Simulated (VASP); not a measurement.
# Ti (P6/mmm) in VASP: notebook

Ti is run at these levels: PBEsol; tasks: single point.

Program: VASP 6.6.1. These are calculated values, not measurements. Logs are shortened: lines on timing, memory, paths and dates and some standing lists are left out, and cuts for length are marked.

**1. The cell of the first run**

It takes space group P6/mmm (No. 191, hexagonal). Conventional cell: a = 4.461 Å, b = 4.461 Å, c = 2.933 Å, α = 90.00°, β = 90.00°, γ = 120.00°. Within 3.9 Å of Ti (site symmetry 6/mmm) lie 14 Ti at 2.93 to 2.96 Å. Within 3.4 Å of Ti (site symmetry -6m2) lie 11 Ti at 2.58 to 2.96 Å.

This isn't the form of Ti at room conditions, which is hcp.

**2. Single point, PBEsol**

INCAR

```
SYSTEM = Ti
PREC = Accurate ; ENCUT = 520
EDIFF = 1E-6 ; ISMEAR = 0
SIGMA = 0.15 ; LREAL = .False.
LASPH = .True. ; NELM = 80
ALGO = Fast ; ISIF = 2
LWAVE = .False. ; LCHARG = .False.
GGA = PS ; NBANDS = 25
```

KPOINTS

```
Automatic mesh
0
Gamma
  12 12 14
  0 0 0
```

POSCAR

```
Ti
1.0
    4.4607000000      0.0000000000      0.0000000000
   -2.2303500000      3.8630795187      0.0000000000
    0.0000000000      0.0000000000      2.9326000000
Ti
3
Direct
    0.0000000000      0.0000000000      0.0000000000
    0.3333333333      0.6666666667      0.5000000000
    0.6666666667      0.3333333333      0.5000000000
```

Potentials or basis: VASP PAW PBE potentials, release 64 (Ti_sv).

The run is started by

```bash
cat potpaw_PBE.64/Ti_sv/POTCAR > POTCAR
mpirun -np 1 vasp_std > vasp.out
```

OUTCAR:

```text
SYSTEM = Ti
   PREC = Accurate
   ENCUT = 520
   EDIFF = 1E-6
   ISMEAR = 0
   LREAL = .False.
   LASPH = .True.
   NELM = 80
   ISIF = 2
   GGA = PS

 ion  position               nearest neighbor table
   1  0.000  0.000  0.000-
   2  0.333  0.667  0.500-   3 2.58   3 2.58   3 2.58
   3  0.667  0.333  0.500-   2 2.58   2 2.58   2 2.58

  LATTYP: Found a hexagonal cell.
 ALAT       =     4.4607000000
 C/A-ratio  =     0.6574304481

  Lattice vectors:

 A1 = (   4.4607000000,   0.0000000000,   0.0000000000)
 A2 = (  -2.2303500000,   3.8630795187,   0.0000000000)
 A3 = (   0.0000000000,   0.0000000000,   2.9326000000)

Analysis of symmetry for initial positions (statically):
=====================================================================
 Subroutine PRICEL returns:
 Original cell was already a primitive cell.

 Routine SETGRP: Setting up the symmetry group for a
 hexagonal supercell.

 Subroutine GETGRP returns: Found 24 space group operations
 (whereof 24 operations were pure point group operations)
 out of a pool of 24 trial point group operations.

The static configuration has the point symmetry D_6h.

Analysis of symmetry for dynamics (positions and initial velocities):
=====================================================================
 Subroutine PRICEL returns:
 Original cell was already a primitive cell.

 Routine SETGRP: Setting up the symmetry group for a
 hexagonal supercell.

 Subroutine GETGRP returns: Found 24 space group operations
 (whereof 24 operations were pure point group operations)
 out of a pool of 24 trial point group operations.

The dynamic configuration has the point symmetry D_6h.

 Subroutine INISYM returns: Found 24 space group operations
 (whereof 24 operations are pure point group operations),
 and found     1 'primitive' translations

----------------------------------------------------------------------------------------

                                     Primitive cell

  volume of cell :      50.5347

  direct lattice vectors                    reciprocal lattice vectors
     4.460700000  0.000000000  0.000000000     0.224180061  0.129430419  0.000000000
    -2.230350000  3.863079519  0.000000000     0.000000000  0.258860838  0.000000000
     0.000000000  0.000000000  2.932600000     0.000000000  0.000000000  0.340994339

  length of vectors
[... 76 lines left out ...]
   ISTART =      0    job   : 0-new  1-cont  2-samecut
   ICHARG =      2    charge: 1-file 2-atom 10-const
   ISPIN  =      1    spin polarized calculation?
   LNONCOLLINEAR =      F non collinear calculations
   LSORBIT =      F    spin-orbit coupling
   LASPH  =      T    aspherical Exc in radial PAW
   ENCUT  =  520.0 eV  38.22 Ry    6.18 a.u.   8.29  8.29  5.45*2*pi/ulx,y,z
   NELM   =     80;   NELMIN=  2; NELMDL= -5     # of ELM steps
   EDIFF  = 0.1E-05   stopping-criterion for ELM
   LREAL  =      F    real-space projection
[... 7 lines left out ...]
   TEBEG  =    0.0;   TEEND  =   0.0 temperature during run
   PSTRESS=    0.0 pullay stress
   NELECT =      36.0000    total number of electrons
   NUPDOWN=      -1.0000    fix difference up-down
   EMIN   =  10.00;   EMAX   =-10.00  energy-range for DOS
   EFERMI =   0.00;   METHOD = LEGACY
   ISMEAR =     0;   SIGMA  =   0.15  broadening in eV -4-tet -1-fermi 0-gaus
   EFERMI_NEDOS =   21; number of points for ismear=-14 and -15
   IALGO  =     68    algorithm
   IMIX   =      4    mixing-type and parameters
     AMIX     =   0.40;   BMIX     =  1.00
     AMIX_MAG =   1.60;   BMIX_MAG =  1.00
  volume/ion in A,a.u.               =      16.84       113.67
  Fermi-wavevector in a.u.,A,eV,Ry     =   1.462107  2.762982 29.085949  2.137757
  Thomas-Fermi vector in A             =   2.578360
   LORBIT       =      0    0 simple, 1 ext, 2 COOP (PROOUT), +10 PAW based schemes
   GGA     = PS    functional components
   LHFCALC =     F    Hartree Fock is set to
   AEXX    =    0.0000 exact exchange contribution
   IVDW    =     0    specifies the selected vdW correction
   LEPSILON=     F    determine dielectric tensor
   LRPA    =     F    only Hartree local field effects (RPA)
 non-spin polarized calculation
 RMM-DIIS sequential band-by-band and
 Gauss-broadening in eV      SIGMA  =   0.15
  energy-cutoff  :      520.00
  volume of cell :       50.53
 maximum number of plane-waves:      1379
 NGX is ok and might be reduce to    36
   NGX = 17   NGY = 17   NGZ = 11

 number of electron      36.0000003 magnetization

 Free energy of the ion-electron system (eV)
  ---------------------------------------------------
  ext. energy  EPLUGINS =         0.00000000
  ---------------------------------------------------
  free energy    TOTEN  =       -24.99740507 eV

  energy without entropy =      -24.96464752  energy(sigma->0) =      -24.98102629

 E-fermi :   8.4584     XC(G=0): -11.7757

 val. band max:        8.4505822680   @ k =   0.3333   0.2500   0.0000
 cond. band min:       8.4585347337   @ k =   0.4167   0.0833   0.2857
 fundamental gap:      0.0079524656
 Fermi energy:         8.4584242635

 k-point     1 :       0.0000    0.0000    0.0000
  band No.  band energies     occupation
      1     -48.2285      2.00000
      2     -47.9317      2.00000
      3     -47.7117      2.00000
      4     -24.6519      2.00000
      5     -24.6519      2.00000
      6     -24.5580      2.00000
[... 661 lines left out ...]
     24      10.6440      0.00000
     25      10.9170      0.00000

 [... further k-points ...]

------------------------ aborting loop because EDIFF is reached ----------------------------------------

  FORCE on cell =-STRESS in cart. coord.  units (eV):
  Direction    XX          YY          ZZ          XY          YZ          ZX
  --------------------------------------------------------------------------------------
  -------------------------------------------------------------------------------------
  Total        0.0453030      0.0453030     -3.2068790      0.0000000      0.0000000      0.0000000
  in kB        1.4363105      1.4363105   -101.6725360      0.0000000      0.0000000      0.0000000
  external PRESSURE =     -32.9333050 kB  Pullay stress =       0.0000000 kB

 VOLUME and BASIS-vectors are now :
 -----------------------------------------------------------------------------
  energy-cutoff  :      520.00
  volume of cell :       50.53
      direct lattice vectors                 reciprocal lattice vectors
     4.460700000  0.000000000  0.000000000     0.224180061  0.129430419  0.000000000
    -2.230350000  3.863079519  0.000000000     0.000000000  0.258860838  0.000000000
     0.000000000  0.000000000  2.932600000     0.000000000  0.000000000  0.340994339

 POSITION                                       TOTAL-FORCE (eV/Angst)
 -----------------------------------------------------------------------------------
      0.00000      0.00000      0.00000        -0.000000      0.000000     -0.000000
     -0.00000      2.57539      1.46630        -0.000000     -0.000000      0.000000
      2.23035      1.28769      1.46630         0.000000      0.000000     -0.000000
 -----------------------------------------------------------------------------------
    total drift:                                0.000000      0.000000     -0.000000

  FREE ENERGIE OF THE ION-ELECTRON SYSTEM (eV)
  ---------------------------------------------------
  free  energy   TOTEN  =       -24.9974050665 eV

  energy  without entropy=      -24.9646475150  energy(sigma->0) =      -24.98102629
```

stdout:

```text
POSCAR found type information on POSCAR Ti
 POSCAR found :  1 types and       3 ions
 scaLAPACK will be used
 -----------------------------------------------------------------------------
|                                                                             |
|                                                                             |
|     You enforced a specific xc type in the INCAR file but a different       |
[... 22 lines left out ...]
WARNING in EDDRMM: call to ZHEGV failed, returncode =   8  4     25
WARNING in EDDRMM: call to ZHEGV failed, returncode =   6  3      8
WARNING in EDDRMM: call to ZHEGV failed, returncode =   8  4     11
WARNING in EDDRMM: call to ZHEGV failed, returncode =   6  3     14
WARNING in EDDRMM: call to ZHEGV failed, returncode =   6  3     14
WARNING in EDDRMM: call to ZHEGV failed, returncode =   8  4      4
WARNING in EDDRMM: call to ZHEGV failed, returncode =   8  4      5
```

It took 17 min on 1 thread of Intel Xeon 8259CL, shared host; peak memory 0.28 GiB.

Results:

- Free energy: -24.9974 eV
- Pressure: -3.3 GPa
- Band gap on the k mesh: zero (bands 18 and 19 overlap by 0.49 eV)

Stress tensor (GPa, compression positive):
```
  0.14   0.00   0.00
  0.00   0.14   0.00
  0.00   0.00 -10.17
```

Levels at points of the mesh, in eV from the Fermi level:
```
           k point  band 15  band 16  band 17  band 18  band 19  band 20  band 21  band 22
(0.00, 0.00, 0.00)    -0.65    -0.65    -0.54    -0.54     0.28     0.99     1.34     1.35
(0.50, 0.00, 0.00)    -2.67    -0.46    -0.29    -0.28     0.16     0.55     0.80     1.45
(0.00, 0.00, 0.50)    -2.15    -2.05    -1.69    -1.69     1.18     1.18     1.26     1.26
(0.50, 0.00, 0.50)    -1.68    -1.22    -0.93    -0.76     0.37     0.70     0.81     1.00
```

Caveat: the stress differs along the axes, from -10 to 0 GPa; the PAW data sets were made with another functional, which shifts forces and pressure a little.

(Part 1 of 2 ends here.)
